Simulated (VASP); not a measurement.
# TiO2 (Pbca) in VASP: single point with PBE

Aim: the single point of TiO2 with PBE.

All numbers are computed with VASP 6.6.1; they aren't measurements. Logs are shortened: lines on timing, memory, paths and dates and some standing lists are left out, and cuts for length are marked.

### 1 The cell of the first run

It takes space group Pbca (No. 61, orthorhombic). Conventional cell: a = 5.169 Å, b = 9.255 Å, c = 5.501 Å, α = 90.00°, β = 90.00°, γ = 90.00°. Ti (site symmetry 1) has 6 O at 1.86 to 2.10 Å within 2.5 Å. Within 2.6 Å of O (site symmetry 1) lie 3 Ti at 1.93 to 2.10 Å and 1 O at 2.55 Å. O (site symmetry 1) has 3 Ti at 1.86 to 2.03 Å and 2 O at 2.51 to 2.55 Å within 2.6 Å.

### 2 Single point, PBE

The input, INCAR:

```
SYSTEM = TiO2
PREC = Accurate
ENCUT = 520
EDIFF = 1E-7
ISMEAR = 0
SIGMA = 0.1
LREAL = Auto
LASPH = .TRUE.
NELM = 60
ALGO = Normal
ISIF = 2
LWAVE = .FALSE.
LCHARG = .TRUE.
GGA = PE
LELF = .TRUE.
LVHAR = .TRUE.
NBANDS = 114
```

The input, KPOINTS:

```
regular mesh
0
G
  4 2 4
  0 0 0
```

The input, POSCAR:

```
TiO2
1.0
    5.1687814386      0.0000000000      0.0000000000
    0.0000000000      9.2552165052      0.0000000000
    0.0000000000      0.0000000000      5.5009633495
Ti O
8 16
Direct
    0.1379389046      0.1289874946      0.9080144659
    0.6379389046      0.3710125054      0.0919855341
    0.8620610954      0.6289874946      0.5919855341
    0.3620610954      0.8710125054      0.4080144659
    0.8620610954      0.8710125054      0.0919855341
    0.3620610954      0.6289874946      0.9080144659
    0.1379389046      0.3710125054      0.4080144659
    0.6379389046      0.1289874946      0.5919855341
    0.4640065867      0.2298050167      0.8917829249
    0.9640065867      0.2701949833      0.1082170751
    0.5359934133      0.7298050167      0.6082170751
    0.0359934133      0.7701949833      0.3917829249
    0.5359934133      0.7701949833      0.1082170751
    0.0359934133      0.7298050167      0.8917829249
    0.4640065867      0.2701949833      0.3917829249
    0.9640065867      0.2298050167      0.6082170751
    0.8169388980      0.0101580146      0.8516455048
    0.3169388980      0.4898419854      0.1483544952
    0.1830611020      0.5101580146      0.6483544952
    0.6830611020      0.9898419854      0.3516455048
    0.1830611020      0.9898419854      0.1483544952
    0.6830611020      0.5101580146      0.8516455048
    0.8169388980      0.4898419854      0.3516455048
    0.3169388980      0.0101580146      0.6483544952
```

Potentials or basis: VASP PAW PBE potentials, release 64 (Ti_sv, O).

The run is started by

```console
> cat potpaw_PBE.64/Ti_sv/POTCAR potpaw_PBE.64/O/POTCAR > POTCAR
> mpirun -np 1 vasp_std > vasp.out
```

OUTCAR:

```text
SYSTEM = TiO2
   PREC = Accurate
   ENCUT = 520
   EDIFF = 1E-7
   ISMEAR = 0
   LREAL = Auto
   LASPH = .TRUE.
   NELM = 60
   ISIF = 2
   GGA = PE

 ion  position               nearest neighbor table
   1  0.138  0.129  0.908-  21 1.86   9 1.93  10 1.93  17 2.01  24 2.03  16 2.10
   2  0.638  0.371  0.092-  22 1.86  10 1.93   9 1.93  18 2.01  23 2.03  15 2.10
   3  0.862  0.629  0.592-  23 1.86  11 1.93  12 1.93  19 2.01  22 2.03  14 2.10
   4  0.362  0.871  0.408-  24 1.86  12 1.93  11 1.93  20 2.01  21 2.03  13 2.10
   5  0.862  0.871  0.092-  17 1.86  13 1.93  14 1.93  21 2.01  20 2.03  12 2.10
   6  0.362  0.629  0.908-  18 1.86  14 1.93  13 1.93  22 2.01  19 2.03  11 2.10
   7  0.138  0.371  0.408-  19 1.86  15 1.93  16 1.93  23 2.01  18 2.03  10 2.10
   8  0.638  0.129  0.592-  20 1.86  16 1.93  15 1.93  24 2.01  17 2.03   9 2.10
   9  0.464  0.230  0.892-   1 1.93   2 1.93   8 2.10
  10  0.964  0.270  0.108-   2 1.93   1 1.93   7 2.10
  11  0.536  0.730  0.608-   3 1.93   4 1.93   6 2.10
  12  0.036  0.770  0.392-   4 1.93   3 1.93   5 2.10
  13  0.536  0.770  0.108-   5 1.93   6 1.93   4 2.10
  14  0.036  0.730  0.892-   6 1.93   5 1.93   3 2.10
[... 8 lines left out ...]
  23  0.817  0.490  0.352-   3 1.86   7 2.01   2 2.03
  24  0.317  0.010  0.648-   4 1.86   8 2.01   1 2.03

  LATTYP: Found a simple orthorhombic cell.
 ALAT       =     5.1687814386
 B/A-ratio  =     1.0642669679
 C/A-ratio  =     1.7905993154

  Lattice vectors:

 A1 = (  -5.1687814386,   0.0000000000,   0.0000000000)
 A2 = (   0.0000000000,   0.0000000000,   5.5009633495)
 A3 = (   0.0000000000,   9.2552165052,   0.0000000000)

Analysis of symmetry for initial positions (statically):
=====================================================================
 Subroutine PRICEL returns:
 Original cell was already a primitive cell.

 Routine SETGRP: Setting up the symmetry group for a
 simple orthorhombic supercell.

 Subroutine GETGRP returns: Found  8 space group operations
 (whereof  2 operations were pure point group operations)
 out of a pool of  8 trial point group operations.

The static configuration has the point symmetry S_2 .
 The point group associated with its full space group is D_2h.

Analysis of symmetry for dynamics (positions and initial velocities):
=====================================================================
 Subroutine PRICEL returns:
 Original cell was already a primitive cell.

 Routine SETGRP: Setting up the symmetry group for a
 simple orthorhombic supercell.

 Subroutine GETGRP returns: Found  8 space group operations
 (whereof  2 operations were pure point group operations)
 out of a pool of  8 trial point group operations.

[... 147 lines left out ...]
   TEBEG  =    0.0;   TEEND  =   0.0 temperature during run
   PSTRESS=    0.0 pullay stress
   NELECT =     192.0000    total number of electrons
   NUPDOWN=      -1.0000    fix difference up-down
   EMIN   =  10.00;   EMAX   =-10.00  energy-range for DOS
   EFERMI =   0.00;   METHOD = LEGACY
   ISMEAR =     0;   SIGMA  =   0.10  broadening in eV -4-tet -1-fermi 0-gaus
   EFERMI_NEDOS =   21; number of points for ismear=-14 and -15
   IALGO  =     38    algorithm
   IMIX   =      4    mixing-type and parameters
     AMIX     =   0.40;   BMIX     =  1.00
     AMIX_MAG =   1.60;   BMIX_MAG =  1.00
  volume/ion in A,a.u.               =      10.96        73.99
  Fermi-wavevector in a.u.,A,eV,Ry     =   1.473796  2.785071 29.552874  2.172075
  Thomas-Fermi vector in A             =   2.588646
   LORBIT       =      0    0 simple, 1 ext, 2 COOP (PROOUT), +10 PAW based schemes
   GGA     = PE    functional components
   LHFCALC =     F    Hartree Fock is set to
   AEXX    =    0.0000 exact exchange contribution
   IVDW    =     0    specifies the selected vdW correction
   LEPSILON=     F    determine dielectric tensor
   LRPA    =     F    only Hartree local field effects (RPA)
 non-spin polarized calculation
 Gauss-broadening in eV      SIGMA  =   0.10
  energy-cutoff  :      520.00
  volume of cell :      263.16
 maximum number of plane-waves:      7152
 NGX is ok and might be reduce to    40
   NGX = 19   NGY = 35   NGZ = 21

 number of electron     191.9999988 magnetization

 Free energy of the ion-electron system (eV)
  ---------------------------------------------------
  ext. energy  EPLUGINS =         0.00000000
  ---------------------------------------------------
  free energy    TOTEN  =      -215.11486353 eV

  energy without entropy =     -215.11486353  energy(sigma->0) =     -215.11486353

 E-fermi :   4.3366     XC(G=0): -11.0632

 val. band max:        3.8945256050   @ k =   0.0000   0.0000   0.0000
 cond. band min:       6.2649513318   @ k =   0.0000   0.0000   0.0000
 fundamental gap:      2.3704257268
 Fermi energy:         4.3365660961

 k-point     1 :       0.0000    0.0000    0.0000
  band No.  band energies     occupation
      1     -52.6212      2.00000
      2     -52.6124      2.00000
      3     -52.5988      2.00000
      4     -52.5938      2.00000
      5     -52.5933      2.00000
      6     -52.5900      2.00000
[... 1987 lines left out ...]
    107       7.2367      0.00000
    108       7.2367      0.00000
 [bands above 108 left out]

------------------------ aborting loop because EDIFF is reached ----------------------------------------

  FORCE on cell =-STRESS in cart. coord.  units (eV):
  Direction    XX          YY          ZZ          XY          YZ          ZX
  --------------------------------------------------------------------------------------
  -------------------------------------------------------------------------------------
  Total        1.5264025      1.4767137      1.3950929      0.0000000      0.0000000      0.0000000
  in kB        9.2932184      8.9906975      8.4937643      0.0000000      0.0000000      0.0000000
  external PRESSURE =       8.9258934 kB  Pullay stress =       0.0000000 kB

 VOLUME and BASIS-vectors are now :
 -----------------------------------------------------------------------------
  energy-cutoff  :      520.00
  volume of cell :      263.16
      direct lattice vectors                 reciprocal lattice vectors
     5.168781439  0.000000000  0.000000000     0.193469198  0.000000000  0.000000000
     0.000000000  9.255216505  0.000000000     0.000000000  0.108047175  0.000000000
     0.000000000  0.000000000  5.500963350     0.000000000  0.000000000  0.181786341

 POSITION                                       TOTAL-FORCE (eV/Angst)
 -----------------------------------------------------------------------------------
      0.71298      1.19381      4.99495        -0.006131      0.020041     -0.034003
      3.29737      3.43380      0.50601        -0.006131     -0.020041      0.034003
      4.45581      5.82142      3.25649         0.006131      0.020041      0.034003
      1.87141      8.06141      2.24447         0.006131     -0.020041     -0.034003
      4.45581      8.06141      0.50601         0.006131     -0.020041      0.034003
      1.87141      5.82142      4.99495         0.006131      0.020041     -0.034003
[... 16 lines left out ...]
      4.22258      4.53359      1.93439        -0.029611     -0.019904     -0.038177
      1.63819      0.09401      3.56657        -0.029611      0.019904      0.038177
 -----------------------------------------------------------------------------------
    total drift:                               -0.000000      0.000000     -0.000000

  FREE ENERGIE OF THE ION-ELECTRON SYSTEM (eV)
  ---------------------------------------------------
  free  energy   TOTEN  =      -215.1148635335 eV

  energy  without entropy=     -215.1148635335  energy(sigma->0) =     -215.11486353
```

Wall time 23 min (1 thread of Intel Xeon Platinum 8259CL at 2.50GHz (Skylake/Cascade Lake), shared host); peak memory 0.51 GiB.

What came out:

* Free energy: -215.1149 eV
* Pressure: 0.9 GPa
* Largest force: 0.052 eV/Å
* Band gap on the k mesh: 2.37 eV

Forces in eV/Å, atoms in the order of the input:
```
Ti  -0.006  0.020 -0.034
Ti  -0.006 -0.020  0.034
Ti   0.006  0.020  0.034
Ti   0.006 -0.020 -0.034
Ti   0.006 -0.020  0.034
Ti   0.006  0.020 -0.034
Ti  -0.006 -0.020 -0.034
Ti  -0.006  0.020  0.034
O    0.012 -0.003 -0.010
O    0.012  0.003  0.010
O   -0.012 -0.003  0.010
O   -0.012  0.003 -0.010
O   -0.012  0.003  0.010
O   -0.012 -0.003 -0.010
O    0.012  0.003 -0.010
O    0.012 -0.003  0.010
O   -0.030  0.020 -0.038
O   -0.030 -0.020  0.038
O    0.030  0.020  0.038
O    0.030 -0.020 -0.038
O    0.030 -0.020  0.038
O    0.030  0.020 -0.038
O   -0.030 -0.020 -0.038
O   -0.030  0.020  0.038
```

A k mesh can miss the band edges.
